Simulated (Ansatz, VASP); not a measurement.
# Two plane-wave programs on Sc4Ta

The input INCAR:

```
ALGO = Fast ; EDIFF = 1E-6
EDIFFG = -0.04 ; ENCUT = 600
GGA = PE ; IBRION = 2
ISIF = 3 ; ISMEAR = 0
LASPH = True ; LCHARG = False
LREAL = False ; LWAVE = False
NELM = 80 ; NSW = 90
PREC = Accurate ; SIGMA = 0.1
```

The input KPOINTS:

```
k-points
0
Gamma
  4 4 4
```

File POSCAR:

```
Sc4Ta
1.0
    4.5740391600      0.0000000000      0.0000000000
    0.0000000000      4.5740391600      0.0000000000
    0.0000000000      0.0000000000      4.5740391600
Sc Ta
4 1
Direct
    0.0000000000      0.5000000000      0.5000000000
    0.5000000000      0.0000000000      0.5000000000
    0.5000000000      0.5000000000      0.0000000000
    0.5000000000      0.5000000000      0.5000000000
    0.0000000000      0.0000000000      0.0000000000
```

Input for Ansatz:

```yaml
crystal:
  lattice:
    - [4.57403916, 0.0, 0.0]
    - [0.0, 4.57403916, 0.0]
    - [0.0, 0.0, 4.57403916]
  atoms:
    - { symbol: Sc, position: [0.0, 0.5, 0.5] }
    - { symbol: Sc, position: [0.5, 0.0, 0.5] }
    - { symbol: Sc, position: [0.5, 0.5, 0.0] }
    - { symbol: Sc, position: [0.5, 0.5, 0.5] }
    - { symbol: Ta, position: [0.0, 0.0, 0.0] }
basis:
  ecutwfc: 420
kpoints:
  mp_grid: { grid: [4, 4, 4] }
hamiltonian:
  xc: pbe
scf:
  occupations: { method: gaussian, width: 0.1 }
  lower_state_search: "off"
output:
  forces: true
  stress: true
  eigenvalues: true
relax:
  adjacent_minimum: "off"
  f_tol: 0.04
  max_steps: 70
  cell: { stress_tol: 0.4 }
```

Alike in both runs: task relaxation of cell and atoms; functional PBE; k mesh 4 × 4 × 4; occupations gaussian, width 0.1 eV; no spin polarisation.

```csv
,VASP,Ansatz
version,VASP 6.6.1,Ansatz 0.2.0
potentials or method,"VASP PAW PBE potentials, release 64 (Sc_sv, Ta_pv), cutoff 600 eV","scalar-relativistic, plane waves, PAW"
valence electrons in the cell,55,57
```

```csv
,VASP,Ansatz,Ansatz less VASP
"gap on the k mesh at the Fermi level, each at its own relaxed structure (eV)",none,none,-
relaxed volume (Å³/atom),23.20,23.07,-0.128
relaxed cell length with the largest relative difference (Å),4.877,4.868,-0.0090
```

A gap of «none» marks a metal or a gap that the smearing closes. VASP's potentials hold 55 valence electrons a cell and Ansatz's 57, so a difference there can come from the potentials and not from the codes.

Neither program's run includes spin-orbit coupling. Noted on VASP's run: the volume moved by over 15 % at a fixed basis, so the end points are rough.
